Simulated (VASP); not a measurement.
Input of a VASP 6.6.1 run:

INCAR

```
SYSTEM = Ag
  PREC = Accurate
  ENCUT = 600
  EDIFF = 1E-7
  ISMEAR = -1
  SIGMA = 0.08
  LREAL = .False.
  LASPH = .True.
  NELM = 60
  ALGO = Normal
  ISIF = 3
  LWAVE = .False.
  LCHARG = .False.
  GGA = PE
  IBRION = 2
  NSW = 60
  EDIFFG = -0.005
```

Contents of KPOINTS:

```
regular mesh
0
Gamma
  18 18 18
  0 0 0
```

POSCAR

```
Ag
1.0
    0.0000000000      2.0734371548      2.0734371548
    2.0734371548      0.0000000000      2.0734371548
    2.0734371548      2.0734371548      0.0000000000
Ag
1
Direct
    0.0000000000      0.0000000000      0.0000000000
```

Potentials or basis: VASP PAW PBE potentials, release 64 (Ag).

The run is started by

```sh
$ cat potpaw_PBE.64/Ag/POTCAR > POTCAR
$ mpirun -np 1 vasp_std > vasp.out
```

**Question.** Estimate the space group after relaxing (to 0.05 Å).

**Answer.** Fm-3m (No. 225).

**Question.** What does it give for the relaxed cell?

**Answer.** a = 2.931 Å, b = 2.931 Å, c = 2.931 Å, α = 60.00°, β = 60.00°, γ = 60.00°.

**Question.** Predict the relaxed volume.

**Answer.** 17.81 Å³/atom.

Final structure:
```cif
data_structure
_symmetry_space_group_name_H-M 'P 1'
_symmetry_Int_Tables_number 1
_cell_length_a 2.9311
_cell_length_b 2.9311
_cell_length_c 2.9311
_cell_angle_alpha 60.000
_cell_angle_beta 60.000
_cell_angle_gamma 60.000
_cell_volume 17.81
loop_
_atom_site_label
_atom_site_type_symbol
_atom_site_fract_x
_atom_site_fract_y
_atom_site_fract_z
_atom_site_occupancy
Ag1 Ag 0.00000 0.00000 0.00000 1
```
